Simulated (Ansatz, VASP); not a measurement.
# One calculation of AlN, two programs

```
Al N
1.0
     3.10670    0.00000    0.00000
    -1.55335    2.69048    0.00000
     0.00000    0.00000    4.97852
Al N
2 2
Direct
  0.33333 0.66667 0.99920
  0.66667 0.33333 0.49920
  0.33333 0.66667 0.38080
  0.66667 0.33333 0.88080
```

Change from the starting cell: unstrained.

Alike in both runs: task single point; functional r2SCAN; k mesh 8 × 8 × 4; no spin polarisation.

|  | VASP | Ansatz |
| --- | --- | --- |
| version | VASP 6.6.1 | Ansatz 0.2.0 |
| potentials or method | VASP PAW PBE potentials, release 64 (Al, N) | PAW with Ansatz's default frozen-core files, scalar-relativistic |
| plane-wave cutoff (eV) | 520 | 500 |
| occupations | gaussian, width 0.01 eV | fixed |
| valence electrons in the cell | 16 | 16 |

Ansatz gave:

* gap on the k mesh at the Fermi level (eV): 4.88
* pressure (GPa): 0.0

**Question.** What did VASP give for the same quantities?

**Answer.** gap on the k mesh at the Fermi level (eV): 4.92; pressure (GPa): -0.4.

VASP's potentials were made for PBE, not for r2SCAN.
